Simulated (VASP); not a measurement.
BaTiO3: single point with PBE+U

Crystal: BaTiO3.

```
Ba Ti O
1.0
     4.00684    0.00000    0.00000
     0.00000    4.00684    0.00000
     0.00000    0.00000    4.09558
Ba Ti O
1 1 3
Direct
  0.50000 0.50000 0.58289
  0.00000 0.00000 0.09637
  0.00000 0.50000 0.06419
  0.50000 0.00000 0.06419
  0.00000 0.00000 0.55235
```

* Program: VASP 6.6.1
* Task: single point
* Functional: PBE
* Potentials or basis: VASP PAW PBE potentials, release 64 (Ba_sv, Ti_sv, O)
* Cutoff: 520 eV
* k mesh: 8 × 8 × 8
* Occupations: gaussian, width 0.02 eV
* Spin: no spin polarisation
* Hubbard terms: Ti d U = 4.0 eV
* Dipole correction: no
* Further INCAR settings: ALGO = Normal; EDIFF = 1e-06; NBANDS = 28

* Pressure: 4.6 GPa
* Largest force: 0.516 eV/Å
* Band gap on the k mesh: 2.23 eV (least direct gap 2.66 eV)

Forces on the atoms (eV/Å):
```
Ba   0.000  0.000 -0.036
Ti   0.000  0.000 -0.506
O    0.000  0.000  0.013
O    0.000  0.000  0.013
O    0.000  0.000  0.516
```

Stress tensor (GPa, compression positive):
```
4.44 0.00 0.00
0.00 4.44 0.00
0.00 0.00 4.78
```

Levels at points of the mesh, in eV from the valence-band top:
```tsv
k point	band 16	band 17	band 18	band 19	band 20	band 21	band 22	band 23	band 24	band 25
(0.00, 0.00, 0.00)	-1.33	-1.20	-0.53	-0.42	-0.42	2.23	2.48	2.48	3.95	4.00
(0.50, 0.00, 0.00)	-1.96	-1.79	-1.67	-1.17	-1.04	2.63	3.86	3.89	3.95	5.60
(0.50, 0.50, 0.00)	-2.72	-2.00	-1.04	-1.04	-0.08	3.92	3.92	4.33	4.35	7.47
(0.00, 0.00, 0.50)	-1.95	-1.89	-1.89	-0.79	-0.79	2.40	3.83	3.83	3.95	5.75
(0.50, 0.00, 0.50)	-2.56	-1.93	-1.03	-0.99	-0.28	3.85	3.90	4.22	4.70	7.26
(0.50, 0.50, 0.50)	-2.42	-2.42	-0.20	-0.20	0.00	4.45	4.45	4.52	6.23	6.46
```

Eigenvalues of the final occupation matrices:
| site | spin | trace | eigenvalues |
| --- | --- | --- | --- |
| site 2 d | 1 | 0.80 | 0.10 0.11 0.11 0.23 0.24 |
| site 2 d | 2 | 0.80 | 0.10 0.11 0.11 0.23 0.24 |

It took 2.6 min on 1 thread of AMD EPYC 7R13 (shared host), peak memory 0.24 GiB.

Caveat: the cell stands under pressure; spin-orbit coupling is left out, which moves the levels of the heavy elements. A k mesh can miss the band edges.
